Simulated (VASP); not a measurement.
Crystal: SiC (Moissanite 3C).

```
Si C
1.0
     0.00000    2.20767    2.20767
     2.20767    0.00000    2.20767
     2.20767    2.20767    0.00000
Si C
1 1
Direct
  0.00000 0.00000 0.00000
  0.75000 0.75000 0.75000
```

Base run:

* Program: VASP 6.6.1
* Functional: PBEsol
* Potentials or basis: VASP PAW PBE potentials, release 64 (Si, C)
* Cutoff: 520 eV
* k mesh: 10 × 10 × 10
* Occupations: fermi-dirac, width 0.05 eV
* Spin: no spin polarisation

Its results: band gap on the k mesh 1.27 eV, indirect (least direct gap 4.40 eV); pressure -7.9 GPa.

After a change of settings the same cell gave: band gap on the k mesh 1.40 eV, indirect (least direct gap 4.50 eV); pressure -11.8 GPa. Which change was it?
A. functional from PBEsol to revPBE; cutoff from 520 eV to 600 eV; dispersion from none to D3(BJ)
B. functional from PBEsol to r2SCAN; cutoff from 520 eV to 660 eV; dispersion from none to rVV10
C. functional from PBEsol to BLYP; cutoff from 520 eV to 600 eV; dispersion from none to D4
D. functional from PBEsol to RPBE; cutoff from 520 eV to 600 eV

A.

Caveats: the PAW data sets were made with another functional, which shifts forces and pressure a little.
